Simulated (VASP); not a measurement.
**ZnO: single point with PBE**

Crystal: ZnO.

```
Zn O
1.0
     3.24940    0.00000    0.00000
    -1.62470    2.81406    0.00000
     0.00000    0.00000    5.04769
Zn O
2 2
Cartesian
  0.0000 1.8760 0.0000
  1.6247 0.9380 2.5238
  0.0000 1.8760 1.9287
  1.6247 0.9380 4.4526
```

This cell differs from its parent crystal: zz strain of -3 %.

| Quantity | Value |
| --- | --- |
| Program | VASP 6.6.1 |
| Task | single point |
| Functional | PBE |
| Potentials or basis | VASP PAW PBE potentials, release 64 (Zn, O) |
| Cutoff | 520 eV |
| k mesh | 11 × 11 × 6 |
| Occupations | fermi-dirac, width 0.02 eV |
| Spin | no spin polarisation |
| Dipole correction | no |
| Further INCAR settings | ALGO = Normal; EDIFF = 1e-06; NBANDS = 26 |

```json
{
  "Pressure": "11.2 GPa",
  "Largest force": "0.341 eV/Å",
  "Band gap on the k mesh": "0.87 eV"
}
```

Forces on the atoms (eV/Å):
```
Zn   0.000  0.000 -0.341
Zn   0.000  0.000 -0.341
O    0.000  0.000  0.341
O    0.000  0.000  0.341
```

Stress tensor (GPa, compression positive):
```
 8.42  0.00  0.00
 0.00  8.42  0.00
 0.00  0.00 16.74
```

Levels at points of the mesh, in eV from the valence-band top:
```
           k point  band 16  band 17  band 18  band 19  band 20  band 21
(0.00, 0.00, 0.00)    -0.04     0.00     0.00     0.87     5.23     8.67
(0.00, 0.00, 0.50)    -0.44    -0.44    -0.44     3.59     3.59    10.49
```

It took 29 s on 1 thread of Intel(R) Xeon(R) 6975P-C (Granite Rapids), with other jobs on the host, peak memory 0.2 GiB.

Caveat: the cell differs from its parent crystal (zz strain of -3 %); the cell stands under pressure.
